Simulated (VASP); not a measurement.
# ZrN in VASP: a series of runs

Runs on ZrN. Level: PBE. Tasks: single point.

Program: VASP 6.6.1. These are calculated values, not measurements. Logs are shortened: lines on timing, memory, paths and dates and some standing lists are left out, and cuts for length are marked.

## Step 1: The cell of the first run

The cell holds a slab with vacuum, 12 atoms: a = 5.558 Å, b = 6.382 Å, c = 16.230 Å, α = 90.00°, β = 90.00°, γ = 115.81°.

## Step 2: Single point, PBE

Input file INCAR:

```
SYSTEM = ZrN
PREC     = Accurate       ! precision mode
ENCUT    = 520            ! plane-wave cutoff, eV
EDIFF    = 1E-7           ! SCF threshold, eV
ISMEAR   = -1             ! smearing method
SIGMA    = 0.05           ! smearing width, eV
LREAL    = .FALSE.        ! projectors in reciprocal space
LASPH    = .TRUE.         ! aspherical terms in the spheres
NELM     = 80             ! most SCF steps
ALGO     = Normal         ! electronic algorithm
ISIF     = 2              ! what is computed and relaxed
LWAVE    = .FALSE.        ! write WAVECAR
LCHARG   = .FALSE.        ! write CHGCAR
GGA      = PE             ! functional
NBANDS   = 63             ! bands
```

Input file KPOINTS:

```
regular mesh
0
G
  2 2 1
  0 0 0
```

Input file POSCAR:

```
ZrN
1.0
    5.5581880000      0.0000000000      0.0000000000
   -2.7790940000      5.7455070000      0.0000000000
    0.0000000000      0.0000000000     16.2295670000
Zr N
6 6
Direct
    0.3265786342      0.2590720018      0.1137861534
    0.2158954773      0.7651370018      0.0858001942
    0.8481210300      0.3681833474      0.2081201550
    0.7577930448      0.8327376505      0.1608792151
    0.4208347514      0.4646761374      0.2985661910
    0.2677489723      0.9262367969      0.2602287541
    0.0000000000      0.0000000000      0.0616159384
    0.7833182524      0.5169778751      0.1053940626
    0.5238339909      0.0553301911      0.1478720905
    0.3191411388      0.5819329782      0.1810769197
    0.1051424940      0.1644067269      0.2355022780
    0.8442712847      0.6329467530      0.2850414925
```

Potentials or basis: VASP PAW PBE potentials, release 64 (Zr_sv, N).

The run is started by

```
> cat potpaw_PBE.64/Zr_sv/POTCAR potpaw_PBE.64/N/POTCAR > POTCAR
> mpirun -np 1 vasp_std > vasp.out
```

OUTCAR:

```text
SYSTEM = ZrN
   PREC = Accurate
   ENCUT = 520
   EDIFF = 1E-7
   ISMEAR = -1
   LREAL = .FALSE.
   LASPH = .TRUE.
   NELM = 80
   ISIF = 2
   GGA = PE

 ion  position               nearest neighbor table
   1  0.327  0.259  0.114-   7 2.03   9 2.11  11 2.27  10 2.35   8 2.35   2 2.97   3 3.08   6 3.11
                             5 3.22   4 3.24   3 3.39   4 3.48   2 3.57
   2  0.216  0.765  0.086-   9 2.15  10 2.16   8 2.25   7 2.33   1 2.97   6 2.98   4 3.02   4 3.10
                             3 3.17   1 3.57
   3  0.848  0.368  0.208-   8 2.03  12 2.11   9 2.25  11 2.36  10 2.41   5 3.07   1 3.08   2 3.17
                             4 3.31   5 3.31   4 3.32   6 3.34   1 3.39   6 3.41
   4  0.758  0.833  0.161-   7 2.07   8 2.27  10 2.28   9 2.32  11 2.47  12 2.54   2 3.02   6 3.08
                             2 3.10   5 3.19   1 3.24   3 3.31   3 3.32   6 3.43   1 3.48
   5  0.421  0.465  0.299-  12 2.13  11 2.21  10 2.21   3 3.07   4 3.19   6 3.22   1 3.22   3 3.31
                             6 3.46
   6  0.268  0.926  0.260-  11 2.12   9 2.24  12 2.32  10 2.67   2 2.98   4 3.08   1 3.11   5 3.22
                             3 3.34   3 3.41   4 3.43   5 3.46
   7  0.000  0.000  0.062-   1 2.03   4 2.07   2 2.33
   8  0.783  0.517  0.105-   3 2.03   2 2.25   4 2.27   1 2.35
   9  0.524  0.055  0.148-   1 2.11   2 2.15   6 2.24   3 2.25   4 2.32
  10  0.319  0.582  0.181-   2 2.16   5 2.21   4 2.28   1 2.35   3 2.41   6 2.67
  11  0.105  0.164  0.236-   6 2.12   5 2.21   1 2.27   3 2.36   4 2.47
  12  0.844  0.633  0.285-   3 2.11   5 2.13   6 2.32   4 2.54

  LATTYP: Found a base centered orthorhombic cell.
 ALAT       =     5.5581880000
 B/A-ratio  =     2.0674029018
 C/A-ratio  =     2.9199384764

  Lattice vectors:

 A1 = (   2.7790940000,  -5.7455070000,   0.0000000000)
 A2 = (   2.7790940000,   5.7455070000,   0.0000000000)
 A3 = (   0.0000000000,   0.0000000000,  16.2295670000)

Analysis of symmetry for initial positions (statically):
=====================================================================
 Subroutine PRICEL returns:
 Original cell was already a primitive cell.

 Routine SETGRP: Setting up the symmetry group for a
 base centered orthorhombic supercell.

 Subroutine GETGRP returns: Found  1 space group operations
 (whereof  1 operations were pure point group operations)
 out of a pool of  8 trial point group operations.

The static configuration has the point symmetry C_1 .

Analysis of symmetry for dynamics (positions and initial velocities):
=====================================================================
 Subroutine PRICEL returns:
 Original cell was already a primitive cell.

 Routine SETGRP: Setting up the symmetry group for a
 base centered orthorhombic supercell.

 Subroutine GETGRP returns: Found  1 space group operations
 (whereof  1 operations were pure point group operations)
 out of a pool of  8 trial point group operations.

The dynamic configuration has the point symmetry C_1 .

 Subroutine INISYM returns: Found  1 space group operations
 (whereof  1 operations are pure point group operations),
 and found     1 'primitive' translations

----------------------------------------------------------------------------------------

                                     Primitive cell

  volume of cell :     518.2849

  direct lattice vectors                    reciprocal lattice vectors
     5.558188000  0.000000000  0.000000000     0.179914749  0.087024522  0.000000000
    -2.779094000  5.745507000  0.000000000     0.000000000  0.174049044  0.000000000
     0.000000000  0.000000000 16.229567000     0.000000000  0.000000000  0.061615938

  length of vectors
     5.558188000  6.382336104 16.229567000     0.199856409  0.174049044  0.061615938

  position of ions in fractional coordinates (direct lattice)
     0.326578634  0.259072002  0.113786153
     0.215895477  0.765137002  0.085800194
     0.848121030  0.368183347  0.208120155
     0.757793045  0.832737651  0.160879215
     0.420834751  0.464676137  0.298566191
     0.267748972  0.926236797  0.260228754
     0.000000000  0.000000000  0.061615938
     0.783318252  0.516977875  0.105394063
     0.523833991  0.055330191  0.147872091
     0.319141139  0.581932978  0.181076920
     0.105142494  0.164406727  0.235502278
     0.844271285  0.632946753  0.285041492

  ion indices of the primitive-cell ions
   primitive index   ion index
                 1           1
                 2           2
                 3           3
                 4           4
                 5           5
                 6           6
                 7           7
                 8           8
                 9           9
                10          10
                11          11
                12          12

----------------------------------------------------------------------------------------

 KPOINTS: regular mesh

Automatic generation of k-mesh.
 Grid dimensions read from file:
 generate k-points for:    2    2    1

 Generating k-lattice:

  Cartesian coordinates                     Fractional coordinates (reciprocal lattice)
     0.089957375  0.043512261  0.000000000     0.500000000 -0.000000000  0.000000000
     0.000000000  0.087024522  0.000000000     0.000000000  0.500000000  0.000000000
     0.000000000  0.000000000  0.061615938     0.000000000  0.000000000  1.000000000

  Length of vectors
     0.099928205  0.087024522  0.061615938

  Shift w.r.t. Gamma in fractional coordinates (k-lattice)
     0.000000000  0.000000000  0.000000000

 Subroutine IBZKPT returns following result:
 ===========================================

 Found      4 irreducible k-points:

 Following reciprocal coordinates:
            Coordinates               Weight
  0.000000  0.000000  0.000000      1.000000
  0.500000  0.000000  0.000000      1.000000
  0.500000  0.500000  0.000000      1.000000
  0.000000  0.500000  0.000000      1.000000
   k-points           NKPTS =      4   k-points in BZ     NKDIM =      4   number of bands    NBANDS=     63
   number of dos      NEDOS =    301   number of ions     NIONS =     12
   total plane-waves  NPLWV = 254016
   dimension x,y,z NGX =    42 NGY =   48 NGZ =  126
   dimension x,y,z NGXF=    84 NGYF=   96 NGZF=  252
   ions per type =               6   6
   NGX,Y,Z   is equivalent  to a cutoff of  12.56, 12.50, 12.91 a.u.
   NGXF,Y,Z  is equivalent  to a cutoff of  25.12, 25.01, 25.81 a.u.
 SYSTEM =  ZrN
   PREC   = accura    normal or accurate (medium, high low for compatibility)
   ISTART =      0    job   : 0-new  1-cont  2-samecut
   ICHARG =      2    charge: 1-file 2-atom 10-const
   ISPIN  =      1    spin polarized calculation?
   LNONCOLLINEAR =      F non collinear calculations
   LSORBIT =      F    spin-orbit coupling
   LASPH  =      T    aspherical Exc in radial PAW
   ENCUT  =  520.0 eV  38.22 Ry    6.18 a.u.  10.33 11.87 30.18*2*pi/ulx,y,z
   NELM   =     80;   NELMIN=  2; NELMDL= -5     # of ELM steps
   EDIFF  = 0.1E-06   stopping-criterion for ELM
   LREAL  =      F    real-space projection
   EDIFFG = 0.1E-05   stopping-criterion for IOM
   NSW    =      0    number of steps for IOM
   IBRION =     -1    ionic relax: 0-MD 1-quasi-New 2-CG
   NFREE  =      0    steps in history (QN), initial steepest desc. (CG)
   ISIF   =      2    stress and relaxation
   ISYM   =      2    0-nonsym 1-usesym 2-fastsym
   POTIM  = 0.5000    time-step for ionic-motion
   TEBEG  =    0.0;   TEEND  =   0.0 temperature during run
   PSTRESS=    0.0 pullay stress
   NELECT =     102.0000    total number of electrons
   NUPDOWN=      -1.0000    fix difference up-down
   EMIN   =  10.00;   EMAX   =-10.00  energy-range for DOS
   EFERMI =   0.00;   METHOD = LEGACY
   ISMEAR =    -1;   SIGMA  =   0.05  broadening in eV -4-tet -1-fermi 0-gaus
   EFERMI_NEDOS =   21; number of points for ismear=-14 and -15
   IALGO  =     38    algorithm
   IMIX   =      4    mixing-type and parameters
     AMIX     =   0.40;   BMIX     =  1.00
     AMIX_MAG =   1.60;   BMIX_MAG =  1.00
  volume/ion in A,a.u.               =      43.19       291.46
  Fermi-wavevector in a.u.,A,eV,Ry     =   0.952252  1.799496 12.337552  0.906785
  Thomas-Fermi vector in A             =   2.080798
   LORBIT       =      0    0 simple, 1 ext, 2 COOP (PROOUT), +10 PAW based schemes
   GGA     = PE    functional components
   LHFCALC =     F    Hartree Fock is set to
   AEXX    =    0.0000 exact exchange contribution
   IVDW    =     0    specifies the selected vdW correction
   LEPSILON=     F    determine dielectric tensor
   LRPA    =     F    only Hartree local field effects (RPA)
 non-spin polarized calculation
  energy-cutoff  :      520.00
  volume of cell :      518.28
 maximum number of plane-waves:     14016
 NGX is ok and might be reduce to    42
   NGX = 21   NGY = 23   NGZ = 61

 number of electron     101.9999997 magnetization

 Free energy of the ion-electron system (eV)
  ---------------------------------------------------
  ext. energy  EPLUGINS =         0.00000000
  ---------------------------------------------------
  free energy    TOTEN  =      -111.45663698 eV

  energy without entropy =     -111.41258565  energy(sigma->0) =     -111.43461132

 E-fermi :   0.8748     XC(G=0):  -4.8004

 val. band max:        0.6584041243   @ k =   0.0000   0.0000   0.0000
 cond. band min:       0.8799538861   @ k =   0.5000   0.0000   0.0000
 fundamental gap:      0.2215497618
 Fermi energy:         0.8747997565

 k-point     1 :       0.0000    0.0000    0.0000
  band No.  band energies     occupation
      1     -48.4205      2.00000
      2     -48.3620      2.00000
      3     -48.2932      2.00000
      4     -48.2106      2.00000
      5     -48.0078      2.00000
      6     -47.8358      2.00000
[... 55 lines left out ...]
     62       3.3270      0.00000
     63       3.5350      0.00000

 k-point     2 :       0.5000    0.0000    0.0000
  band No.  band energies     occupation
      1     -48.4164      2.00000
      2     -48.3580      2.00000
      3     -48.2909      2.00000
      4     -48.2109      2.00000
      5     -48.0166      2.00000
      6     -47.8381      2.00000
[... 55 lines left out ...]
     62       3.3873      0.00000
     63       3.7093      0.00000

 k-point     3 :       0.5000    0.5000    0.0000
  band No.  band energies     occupation
      1     -48.4133      2.00000
      2     -48.3604      2.00000
      3     -48.2887      2.00000
      4     -48.2151      2.00000
      5     -48.0138      2.00000
      6     -47.8398      2.00000
[... 55 lines left out ...]
     62       3.5821      0.00000
     63       3.7067      0.00000

 k-point     4 :       0.0000    0.5000    0.0000
  band No.  band energies     occupation
      1     -48.4137      2.00000
      2     -48.3651      2.00000
      3     -48.2905      2.00000
      4     -48.2165      2.00000
      5     -48.0074      2.00000
      6     -47.8372      2.00000
[... 55 lines left out ...]
     62       3.4282      0.00000
     63       3.5164      0.00000

------------------------ aborting loop because EDIFF is reached ----------------------------------------

  FORCE on cell =-STRESS in cart. coord.  units (eV):
  Direction    XX          YY          ZZ          XY          YZ          ZX
  --------------------------------------------------------------------------------------
  -------------------------------------------------------------------------------------
  Total       -8.6140679      0.1818774     -0.6274564     -3.2909607     -2.3832879     -0.9805775
  in kB      -26.6287237      0.5622387     -1.9396599    -10.1733681     -7.3674733     -3.0312656
  external PRESSURE =      -9.3353816 kB  Pullay stress =       0.0000000 kB

 VOLUME and BASIS-vectors are now :
 -----------------------------------------------------------------------------
  energy-cutoff  :      520.00
  volume of cell :      518.28
      direct lattice vectors                 reciprocal lattice vectors
     5.558188000  0.000000000  0.000000000     0.179914749  0.087024522  0.000000000
    -2.779094000  5.745507000  0.000000000     0.000000000  0.174049044  0.000000000
     0.000000000  0.000000000 16.229567000     0.000000000  0.000000000  0.061615938

 POSITION                                       TOTAL-FORCE (eV/Angst)
 -----------------------------------------------------------------------------------
      1.09520      1.48850      1.84670        -0.100813      1.341304      0.478719
     -0.92640      4.39610      1.39250        -1.893780     -1.166742     -0.238552
      3.69080      2.11540      3.37770         1.579458     -0.178604     -0.137263
      1.89770      4.78450      2.61100         1.193894      0.121556      0.107115
      1.04770      2.66980      4.84560         0.653298      0.397765     -0.562654
     -1.08590      5.32170      4.22340        -0.999561     -1.247117      0.239234
      0.00000      0.00000      1.00000         1.479501      0.363159     -0.172201
      2.91710      2.97030      1.71050        -0.020497      1.182057     -0.571464
      2.75780      0.31790      2.39990        -0.190105     -0.719191      0.511224
      0.15660      3.34350      2.93880        -0.601550      0.469478      0.520702
      0.12750      0.94460      3.82210        -0.391707     -1.191971     -0.082956
      2.93360      3.63660      4.62610        -0.708140      0.628304     -0.091904
 -----------------------------------------------------------------------------------
    total drift:                               -0.000463     -0.000539     -0.000006

  FREE ENERGIE OF THE ION-ELECTRON SYSTEM (eV)
  ---------------------------------------------------
  free  energy   TOTEN  =      -111.4566369801 eV

  energy  without entropy=     -111.4125856532  energy(sigma->0) =     -111.43461132
```

Wall time 4.8 min (1 thread of Intel Xeon Platinum 8559C (Emerald Rapids), shared host); peak memory 0.55 GiB.

What came out:

```yaml
Free_energy: -111.4566 eV
Largest_force: 2.237 eV/Å
Band_gap_on_the_k_mesh: zero (filled and empty bands overlap)
```

Forces on the atoms (eV/Å):
```
Zr  -0.101  1.341  0.479
Zr  -1.894 -1.167 -0.239
Zr   1.579 -0.179 -0.137
Zr   1.194  0.122  0.107
Zr   0.653  0.398 -0.563
Zr  -1.000 -1.247  0.239
N    1.480  0.363 -0.172
N   -0.020  1.182 -0.571
N   -0.190 -0.719  0.511
N   -0.602  0.469  0.521
N   -0.392 -1.192 -0.083
N   -0.708  0.628 -0.092
```

Caveat: the k points lie up to 0.63 Å⁻¹ apart; there is no dipole correction, which matters where the two faces differ.

## Step 3: Single point, PBE

Input file INCAR:

```
PREC     = Accurate       # precision mode
ENCUT    = 520            # plane-wave cutoff, eV
EDIFF    = 1E-7           # SCF threshold, eV
ISMEAR   = -1             # smearing method
SIGMA    = 0.05           # smearing width, eV
LREAL    = False          # projectors in reciprocal space
LASPH    = True           # aspherical terms in the spheres
NELM     = 80             # most SCF steps
ALGO     = Normal         # electronic algorithm
ISIF     = 2              # what is computed and relaxed
LWAVE    = False          # write WAVECAR
LCHARG   = False          # write CHGCAR
GGA      = PE             # functional
NBANDS   = 63             # bands
```

Input file KPOINTS:

```
Automatic mesh
0
Gamma
  2 2 1
```

Input file POSCAR:

```
ZrN
1.0
    5.5581880000      0.0000000000      0.0000000000
   -2.7790940000      5.7455070000      0.0000000000
    0.0000000000      0.0000000000     16.2295670000
Zr N
6 6
Direct
    0.3082109158      0.2632491789      0.1218270333
    0.2158954773      0.7651370018      0.0858001942
    0.8690340500      0.3944647531      0.2047312784
    0.7678905406      0.8250098729      0.1590492217
    0.4320652693      0.4724561296      0.2949801433
    0.2624564696      0.9333554028      0.2622805648
    0.0000000000      0.0000000000      0.0616159384
    0.7879061183      0.5297878847      0.1000642839
    0.5124804091      0.0607257114      0.1577491254
    0.3334746709      0.5812019723      0.1847985224
    0.0756492637      0.1577754583      0.2343007672
    0.8186878050      0.6665556234      0.2775921255
```

Potentials or basis: VASP PAW PBE potentials, release 64 (Zr_sv, N).

The run is started by

```
> cat potpaw_PBE.64/Zr_sv/POTCAR potpaw_PBE.64/N/POTCAR > POTCAR
> mpirun -np 1 vasp_std > vasp.out
```

It took 4.6 min on 1 thread of Intel Xeon Platinum 8559C (Emerald Rapids), shared host; peak memory 0.55 GiB.

The run converged. Its results:

```
Free energy            : -111.1655 eV
Largest force          : 2.277 eV/Å
Band gap on the k mesh : 0.08 eV (least direct gap 0.26 eV)
```

Forces on the atoms (eV/Å):
```
Zr   1.179  0.229 -1.359
Zr  -1.292  0.040 -0.406
Zr   0.071 -1.777  0.672
Zr  -1.329  1.353  0.315
Zr  -0.917 -0.324  1.195
Zr  -1.153 -0.833  0.330
N    1.856  0.892 -0.310
N    0.623  0.144 -0.071
N    0.241 -0.413 -0.177
N   -1.802  1.302 -0.492
N    0.792 -0.638  0.107
N    1.732  0.025  0.196
```

Levels at points of the mesh, in eV from the valence-band top:
| k point | band 47 | band 48 | band 49 | band 50 | band 51 | band 52 | band 53 | band 54 | band 55 | band 56 |
| --- | --- | --- | --- | --- | --- | --- | --- | --- | --- | --- |
| (0.00, 0.00, 0.00) | -2.15 | -1.59 | -0.97 | -0.80 | -0.12 | 0.28 | 0.69 | 0.79 | 0.94 | 1.22 |
| (0.50, 0.00, 0.00) | -2.07 | -1.90 | -0.71 | -0.62 | -0.28 | 0.08 | 0.53 | 0.99 | 1.28 | 1.52 |
| (0.50, 0.50, 0.00) | -2.22 | -1.68 | -1.30 | -0.65 | -0.36 | 0.20 | 0.55 | 0.82 | 0.98 | 1.27 |
| (0.00, 0.50, 0.00) | -2.23 | -2.00 | -0.92 | -0.36 | 0.00 | 0.26 | 0.45 | 0.77 | 1.21 | 1.37 |

Caveat: the k points lie up to 0.63 Å⁻¹ apart; there is no dipole correction, which matters where the two faces differ.

[end of part 1 of 2]

The gap in the log of VASP goes by the Fermi energy; the results here count the filled bands.